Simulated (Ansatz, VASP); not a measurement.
## Two plane-wave programs on Ge

```xyz
2
Lattice="0.0000 0.0000 -2.6427 2.7652 0.0000 0.0000 0.0000 -5.0390 0.0000" Properties=species:S:1:pos:R:3 pbc="T T T"
Ge    1.2493    0.0000   -0.0009
Ge    0.1333   -2.5195    0.0009
```

Alike in both runs: functional PBEsol; k mesh 12 × 12 × 8; occupations gaussian, width 0.15 eV; no spin polarisation.

Ansatz relaxed the structure, and its values are those at the end. VASP's run is a single point on that final structure, the one shown.

|  | VASP | Ansatz |
| --- | --- | --- |
| version | VASP 6.6.1 | Ansatz 0.2.0 |
| potentials or method | VASP PAW PBE potentials, release 64 (Ge_d), cutoff 520 eV | scalar-relativistic, plane waves, PAW |
| valence electrons in the cell | 28 | 28 |

|  | VASP | Ansatz | Ansatz less VASP |
| --- | --- | --- | --- |
| gap on the k mesh at the Fermi level (eV) | none | none | - |
| pressure (GPa) | 0.3 | 0.4 | +0.09 |

VASP's potentials were made for PBE, not for PBEsol. A gap of «none» marks a metal or a gap that the smearing closes. With one functional, cell and mesh, what is left measures potentials, basis and numerics. Ansatz's warnings: stress scf threshold loose.
